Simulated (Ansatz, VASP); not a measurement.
**Two plane-wave programs on WS2**

```
W S
1.0
     1.57900    0.91164    6.16333
    -1.57900    0.91164    6.16333
     0.00000   -1.82327    6.16333
W S
1 2
Direct
  0.00000 0.00000 0.00000
  0.75030 0.75030 0.75030
  0.58100 0.58100 0.58100
```

Alike in both runs: task single point; functional r2SCAN; k mesh 7 × 7 × 7; occupations gaussian, width 0.05 eV; collinear spin; Hubbard terms W d U = 2.5 eV, J = 0.5 eV.

|  | VASP | Ansatz |
| --- | --- | --- |
| version | VASP 6.6.1 | Ansatz 0.2.0 |
| potentials or method | VASP PAW PBE potentials, release 64 (W_sv, S), cutoff 550 eV | scalar-relativistic, plane waves, PAW |
| valence electrons in the cell | 26 | 26 |

|  | VASP | Ansatz | Ansatz less VASP |
| --- | --- | --- | --- |
| gap on the k mesh at the Fermi level (eV) | 1.26 | 1.31 | +0.050 |
| least direct gap on the mesh (eV) | 2.47 | 2.52 | +0.054 |
| pressure (GPa) | 4.5 | 2.7 | -1.73 |
| traceless stress, the component that is largest in VASP (GPa) | -0.70 | -0.84 | -0.134 |
| rms of the force components (eV/Å) | 0.268 | 0.255 | -0.0128 |
| net moment per atom (μB) | 0.00 | 0.00 | 0.000 |

VASP's potentials were made for PBE, not for r2SCAN. The programs project onto different local orbitals, so the same U acts differently, and such runs can settle in different states. Atom by atom the forces differ by 0.095 eV/Å (rms over components). Ansatz's warnings: seeded moment not kept, stability check not made.

Spin-orbit coupling is off throughout.
